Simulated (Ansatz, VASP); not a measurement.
# MgO in VASP and in Ansatz

```xyz
2
Lattice="0.0000 2.1022 2.1022 2.1022 0.0000 2.1022 2.1022 2.1022 0.0000" Properties=species:S:1:pos:R:3 pbc="T T T"
Mg    0.0000    0.0000    0.0000
O     2.1022    2.1022    2.1022
```

Alike in both runs: task single point; functional PBEsol; k mesh 2 × 2 × 2; no spin polarisation.

```csv
,VASP,Ansatz
version,VASP 6.6.1,Ansatz 0.2.0
potentials or method,"VASP PAW PBE potentials, release 64 (Mg, O)",plane waves
plane-wave cutoff (eV),520,420
occupations,"gaussian, width 0.01 eV",fixed
valence electrons in the cell,8,16
```

|  | VASP | Ansatz | Ansatz less VASP |
| --- | --- | --- | --- |
| gap on the k mesh at the Fermi level (eV) | 4.41 | 4.41 | +0.003 |
| pressure (GPa) | 5.5 | 5.9 | +0.41 |

VASP's potentials were made for PBE, not for PBEsol. VASP's potentials hold 8 valence electrons a cell and Ansatz's 16, so a difference there can come from the potentials and not from the codes.

The k mesh is coarse, so the values compare programs but aren't converged.
